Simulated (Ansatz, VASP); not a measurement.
## One calculation of Ge2Sb2Te5, two programs

```
Ge Sb Te
1.0
     4.26830    0.00000    0.00000
    -2.13415    3.69645    0.00000
     0.00000    0.00000   18.00548
Ge Sb Te
2 2 5
Cartesian
  0.0000 0.0000 5.9864
  0.0000 0.0000 12.0191
  0.0000 2.4643 2.0243
  2.1341 1.2322 15.9812
  0.0000 0.0000 0.0000
  0.0000 2.4643 14.2387
  2.1341 1.2322 3.7668
  0.0000 2.4643 7.3992
  2.1341 1.2322 10.6063
```

Alike in both runs: functional PBE; k mesh 12 × 12 × 2; occupations gaussian, width 0.01 eV; no spin polarisation.

Ansatz relaxed the structure, and its values are those at the end. VASP's run is a single point on that final structure, the one shown.

|  | VASP | Ansatz |
| --- | --- | --- |
| version | VASP 6.6.1 | Ansatz 0.2.0 |
| potentials or method | VASP PAW PBE potentials, release 64 (Ge_d, Sb, Te), cutoff 520 eV | scalar-relativistic, plane waves, PAW |
| valence electrons in the cell | 68 | 138 |

|  | VASP | Ansatz | Ansatz less VASP |
| --- | --- | --- | --- |
| gap on the k mesh at the Fermi level (eV) | 0.04 | 0.03 | -0.012 |
| least direct gap on the mesh (eV) | 0.04 | 0.03 | -0.012 |
| pressure (GPa) | 0.0 | 0.0 | 0.00 |
| rms of the force components (eV/Å) | 0.009 | 0.002 | -0.0067 |

VASP's potentials hold 68 valence electrons a cell and Ansatz's 138, so a difference there can come from the potentials and not from the codes.

Neither program's run includes spin-orbit coupling.
